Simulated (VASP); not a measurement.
# Mo (Cmmm) in VASP: notebook, part 2 of 2

VASP 6.6.1.

## (3) Single point, PBEsol (strain -0.0250 x Voigt [1, -1, 0, 0, 0, 0])

INCAR

```
PREC     = Accurate       # precision mode
ENCUT    = 520            # plane-wave cutoff, eV
EDIFF    = 1E-6           # SCF threshold, eV
ISMEAR   = 0              # smearing method
SIGMA    = 0.15           # smearing width, eV
LREAL    = False          # projectors in reciprocal space
LASPH    = True           # aspherical terms in the spheres
NELM     = 100            # most SCF steps
ALGO     = Fast           # electronic algorithm
ISIF     = 2              # what is computed and relaxed
LWAVE    = False          # write WAVECAR
LCHARG   = False          # write CHGCAR
GGA      = PS             # functional
NBANDS   = 13             # bands
```

KPOINTS

```
Automatic mesh
0
Gamma
  18 18 18
```

POSCAR

```
Mo
1.0
    2.6671226373      0.0000000000      0.0000000000
   -1.3335613186      2.4282470337      0.0000000000
    0.0000000000      0.0000000000      2.5551807000
Mo
1
Direct
    0.0000000000      0.0000000000      0.5000000000
```

Potentials or basis: VASP PAW PBE potentials, release 64 (Mo_sv).

Started as:

```
cat potpaw_PBE.64/Mo_sv/POTCAR > POTCAR
mpirun -np 1 vasp_std > vasp.out
```

OUTCAR:

```text
PREC = Accurate
   ENCUT = 520
   EDIFF = 1E-6
   ISMEAR = 0
   LREAL = False
   LASPH = True
   NELM = 100
   ISIF = 2
   GGA = PS

 ion  position               nearest neighbor table
   1  0.000  0.000  0.500-

  LATTYP: Found a base centered orthorhombic cell.
 ALAT       =     2.6671226373
 B/A-ratio  =     1.8208739259
 C/A-ratio  =     0.9580289501

  Lattice vectors:

 A1 = (   1.3335613186,  -2.4282470337,   0.0000000000)
 A2 = (   1.3335613187,   2.4282470337,   0.0000000000)
 A3 = (   0.0000000000,   0.0000000000,   2.5551807000)

Analysis of symmetry for initial positions (statically):
=====================================================================
 Subroutine PRICEL returns:
 Original cell was already a primitive cell.

 Routine SETGRP: Setting up the symmetry group for a
 base centered orthorhombic supercell.

 Subroutine GETGRP returns: Found  8 space group operations
 (whereof  8 operations were pure point group operations)
 out of a pool of  8 trial point group operations.

The static configuration has the point symmetry D_2h.

Analysis of symmetry for dynamics (positions and initial velocities):
[... 163 lines left out ...]
 Fermi energy:        11.4609934401

 k-point     1 :       0.0000    0.0000    0.0000
  band No.  band energies     occupation
      1     -49.5156      2.00000
      2     -22.8794      2.00000
      3     -22.7490      2.00000
      4     -22.7443      2.00000
      5       4.6177      2.00000
      6       7.1203      2.00000
      7       9.9913      2.00000
      8      11.0812      1.99966
      9      15.4538      0.00000
     10      15.6797      0.00000
     11      24.4362      0.00000
     12      27.1711      0.00000
     13      31.5008      0.00000
[... 354 lines left out ...]
  band No.  band energies     occupation
      1     -49.3856      2.00000
      2     -23.5777      2.00000
      3     -23.0348      2.00000
      4     -22.6546      2.00000
      5       6.5459      2.00000
      6       7.9091      2.00000
      7       9.6234      2.00000
      8      12.6164      0.00000
      9      13.6687      0.00000
     10      15.1094      0.00000
     11      25.7044      0.00000
     12      27.7752      0.00000
     13      29.8011      0.00000

 [... further k-points ...]
[... 5 lines left out ...]
  --------------------------------------------------------------------------------------
  -------------------------------------------------------------------------------------
  Total       -0.1302185      0.1043331     -0.8584862      0.0000000      0.0000000      0.0000000
  in kB      -12.6074066     10.1012516    -83.1163450      0.0000000      0.0000000      0.0000000
  external PRESSURE =     -28.5408333 kB  Pullay stress =       0.0000000 kB

 VOLUME and BASIS-vectors are now :
 -----------------------------------------------------------------------------
  energy-cutoff  :      520.00
  volume of cell :       16.55
      direct lattice vectors                 reciprocal lattice vectors
     2.667122637  0.000000000  0.000000000     0.374935890  0.205909857  0.000000000
    -1.333561319  2.428247034  0.000000000     0.000000000  0.411819714  0.000000000
     0.000000000  0.000000000  2.555180700     0.000000000  0.000000000  0.391361754

 POSITION                                       TOTAL-FORCE (eV/Angst)
 -----------------------------------------------------------------------------------
      0.00000      0.00000      1.27759         0.000000      0.000000      0.000000
 -----------------------------------------------------------------------------------
    total drift:                               -0.000000     -0.000000     -0.000000

  FREE ENERGIE OF THE ION-ELECTRON SYSTEM (eV)
  ---------------------------------------------------
  free  energy   TOTEN  =       -10.8738442930 eV

  energy  without entropy=      -10.8648611625  energy(sigma->0) =      -10.86935273
```

OSZICAR:

```text
N       E                     dE             d eps       ncg     rms          rms(c)
DAV:   1     0.111800878909E+03    0.11180E+03   -0.91414E+03 23829   0.112E+03
DAV:   2    -0.999024865823E+01   -0.12179E+03   -0.11771E+03 26595   0.332E+02
DAV:   3    -0.114267752688E+02   -0.14365E+01   -0.14327E+01 27745   0.369E+01
DAV:   4    -0.114310387765E+02   -0.42635E-02   -0.42633E-02 26770   0.226E+00
DAV:   5    -0.114310731444E+02   -0.34368E-04   -0.34369E-04 28175   0.172E-01    0.142E+01
RMM:   6    -0.109413194848E+02    0.48975E+00   -0.57634E-01 23676   0.699E+00    0.452E+00
RMM:   7    -0.108774555666E+02    0.63864E-01   -0.15995E-01 24140   0.360E+00    0.781E-01
RMM:   8    -0.108740024684E+02    0.34531E-02   -0.95320E-03 26327   0.108E+00    0.156E-01
RMM:   9    -0.108738456475E+02    0.15682E-03   -0.93441E-04 26988   0.334E-01    0.333E-02
RMM:  10    -0.108738438791E+02    0.17684E-05   -0.16352E-04 27383   0.144E-01    0.194E-02
RMM:  11    -0.108738443191E+02   -0.44006E-06   -0.16241E-05 26555   0.449E-02    0.276E-03
RMM:  12    -0.108738442930E+02    0.26141E-07   -0.51394E-06 20486   0.220E-02
   1 F= -.10873844E+02 E0= -.10869353E+02  d E =-.898313E-02
```

It took 87 s on 1 thread of Intel Xeon Platinum 8488C (Sapphire Rapids), shared host; peak memory 0.28 GiB.

Results:

| Quantity | Value |
| --- | --- |
| Free energy | -10.8738 eV |
| Pressure | -2.9 GPa |
| Band gap on the k mesh | zero (bands 7 and 8 overlap by 1.78 eV) |

Caveat: the cell differs from its parent crystal (strain -0.0250 x Voigt [1, -1, 0, 0, 0, 0]); the PAW data sets were made with another functional, which shifts forces and pressure a little.
